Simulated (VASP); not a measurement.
A run of VASP 6.6.1 is set up as follows.

Contents of INCAR:

```
SYSTEM = PdPtSe2
PREC = Accurate ; ENCUT = 520
EDIFF = 1E-7 ; ISMEAR = 0
SIGMA = 0.2 ; LREAL = Auto
LASPH = .TRUE. ; NELM = 80
ALGO = Normal ; ISIF = 2
LWAVE = .FALSE. ; LCHARG = .TRUE.
GGA = PE ; LELF = .TRUE.
LVHAR = .TRUE. ; NBANDS = 78
```

Contents of KPOINTS:

```
regular mesh
0
G
  4 4 4
  0 0 0
```

POSCAR

```
PdPtSe2
1.0
    6.8307974865      0.0000000000      0.0000000000
    0.0000000000      6.8307974865      0.0000000000
    0.0000000000      0.0000000000      7.0206973322
Pd Pt Se
4 4 8
Direct
    0.2547050311      0.5301504085      0.5000000000
    0.7452949689      0.4698495915      0.5000000000
    0.4698495915      0.2547050311      0.0000000000
    0.5301504085      0.7452949689      0.0000000000
    1.0000000000      0.5000000000      0.0000000000
    0.5000000000      1.0000000000      0.5000000000
    0.0000000000      0.0000000000      0.7500000000
    0.0000000000      0.0000000000      0.2500000000
    0.8082077908      0.6933820917      0.7728113347
    0.1917922092      0.3066179083      0.7728113347
    0.8082077908      0.6933820917      0.2271886653
    0.1917922092      0.3066179083      0.2271886653
    0.6933820917      0.1917922092      0.2728113347
    0.6933820917      0.1917922092      0.7271886653
    0.3066179083      0.8082077908      0.2728113347
    0.3066179083      0.8082077908      0.7271886653
```

Potentials or basis: VASP PAW PBE potentials, release 64 (Pd, Pt, Se).

Run with:

```bash
$ cat potpaw_PBE.64/Pd/POTCAR potpaw_PBE.64/Pt/POTCAR potpaw_PBE.64/Se/POTCAR > POTCAR
$ mpirun -np 1 vasp_std > vasp.out
```

(1) What does it give for the largest force?

(2) What does it give for the band gap on the k mesh?

(3) Predict the pressure.

## Answers

(1) 0.011 eV/Å.

(2) 0.03 eV (least direct gap 0.06 eV).

(3) 0.0 GPa.

Caveat: the smearing spreads over this small gap; spin-orbit coupling is left out, which moves the levels of the heavy elements.
